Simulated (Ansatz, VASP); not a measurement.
## One calculation of InSe, two programs

INCAR

```
SYSTEM = InSe
PREC = Accurate ; ENCUT = 520
EDIFF = 1E-7 ; ISMEAR = 0
SIGMA = 0.01 ; LREAL = .FALSE.
LASPH = .TRUE. ; NELM = 100
ALGO = Normal ; ISIF = 2
LWAVE = .FALSE. ; LCHARG = .TRUE.
LELF = .TRUE. ; LVHAR = .TRUE.
NBANDS = 27
```

The input KPOINTS:

```
regular mesh
0
G
  4 4 4
  0 0 0
```

POSCAR

```
InSe
1.0
    2.0000000000      1.1547005400      8.4400000000
   -2.0000000000      1.1547005400      8.4400000000
    0.0000000000     -2.3094010800      8.4400000000
In Se
2 2
Direct
    0.0000000000      0.0000000000      0.0000000000
    0.1114000000      0.1114000000      0.1114000000
    0.6165000000      0.6165000000      0.6165000000
    0.8281000000      0.8281000000      0.8281000000
```

Input for Ansatz:

```yaml
crystal:
  lattice:
    - [2.0, 1.15470054, 8.44]
    - [-2.0, 1.15470054, 8.44]
    - [0.0, -2.30940108, 8.44]
  atoms:
    - { symbol: In, position: [0.0, 0.0, 0.0] }
    - { symbol: In, position: [0.1114, 0.1114, 0.1114] }
    - { symbol: Se, position: [0.6165, 0.6165, 0.6165] }
    - { symbol: Se, position: [0.8281, 0.8281, 0.8281] }
kpoints:
  mp_grid:
    grid: [4, 4, 4]
hamiltonian:
  xc: lda
scf:
  occupations:
    method: fixed
output:
  eigenvalues: true
```

Alike in both runs: task single point; functional LDA; k mesh 4 × 4 × 4; no spin polarisation.

|  | VASP | Ansatz |
| --- | --- | --- |
| version | VASP 6.6.1 | Ansatz 0.2.0 |
| potentials or method | VASP PAW LDA potentials, release 64 (In_d, Se) | plane waves, PAW |
| plane-wave cutoff (eV) | 520 | 420 |
| occupations | gaussian, width 0.01 eV | fixed |
| valence electrons in the cell | 38 | 58 |

|  | VASP | Ansatz | Ansatz less VASP |
| --- | --- | --- | --- |
| gap on the k mesh at the Fermi level (eV) | 0.22 | 0.21 | -0.011 |

LDA's correlation is that of Perdew and Zunger in VASP and of Perdew and Wang (1992) in Ansatz. VASP's potentials hold 38 valence electrons a cell and Ansatz's 58, so a difference there can come from the potentials and not from the codes.

The k mesh is coarse, so the values compare programs but aren't converged.
